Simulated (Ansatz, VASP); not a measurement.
**Si: VASP beside Ansatz**

```xyz
17
Lattice="0.0000 5.4300 5.4300 5.4300 0.0000 5.4300 5.4300 5.4300 0.0000" Properties=species:S:1:pos:R:3 pbc="T T T"
Si   -0.0006    0.0006    0.0001
Si    1.3540    1.3524    1.3530
Si    2.7174    2.7126    0.0330
Si    4.0775    4.0760    1.3531
Si    2.7162    0.0326    2.7137
Si    4.0765    1.3535    4.0760
Si    5.3974    2.7138    2.7138
Si    6.7679    4.0921    4.0927
Si    0.0344    2.7140    2.7162
Si    1.3529    4.0772    4.0782
Si    2.7161    5.3958    2.7163
Si    4.0996    6.7606    4.0982
Si    2.7150    2.7152    5.3972
Si    4.0970    4.0952    6.7641
Si    5.4351    5.4252    5.4297
Si    6.7651    6.7633    6.7644
Si    8.1500    8.1403    8.1449
```

Alike in both runs: functional PBE; k mesh 2 × 2 × 2; occupations gaussian, width 0.05 eV; no spin polarisation.

Ansatz relaxed the structure, and its values are those at the end. VASP's run is a single point on that final structure, the one shown.

```csv
,VASP,Ansatz
version,VASP 6.6.1,Ansatz 0.2.0
potentials or method,"VASP PAW PBE potentials, release 64 (Si), cutoff 520 eV","scalar-relativistic, plane waves, PAW"
valence electrons in the cell,68,68
```

VASP gave:

* rms of the force components (eV/Å): 0.006

Q: Estimate Ansatz's values.

A: rms of the force components (eV/Å): 0.007.

The k mesh is coarse, so the values compare programs but aren't converged.
